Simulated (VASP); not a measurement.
The system is CoBi (rocksalt type).

```xyz
2
Lattice="0.0000 2.6776 2.6776 2.6776 0.0000 2.6776 2.6776 2.6776 0.0000" Properties=species:S:1:pos:R:3 pbc="T T T"
Co    0.0000    0.0000    0.0000
Bi    2.6776    2.6776    2.6776
```

Base run:

```yaml
Program: VASP 6.6.1
Functional: PBE
Potentials_or_basis: VASP PAW PBE potentials, release 64 (Co, Bi_d)
Cutoff: 520 eV
k_mesh: 13 × 13 × 13
Occupations: fermi-dirac, width 0.05 eV
Spin: collinear spin, ferromagnetic start
Starting_moments: "[2.0, 0.0] μB"
Hubbard_terms: Co d U = 4.0 eV
```

Its results: pressure 11.1 GPa; net moment 1.18 μB per cell; site moments Co +1.53; Bi -0.21 μB.

**Question.** The run is repeated on the same cell with these changes: hubbard terms from Co d U = 4.0 eV to none. What comes out?

**Answer.** Pressure 2.2 GPa; net moment 0.48 μB per cell; site moments Co +0.52; Bi -0.03 μB.

Caveats: the cell stands under pressure (at least some runs); the U is typed as a test and isn't derived for this compound (at least some runs).
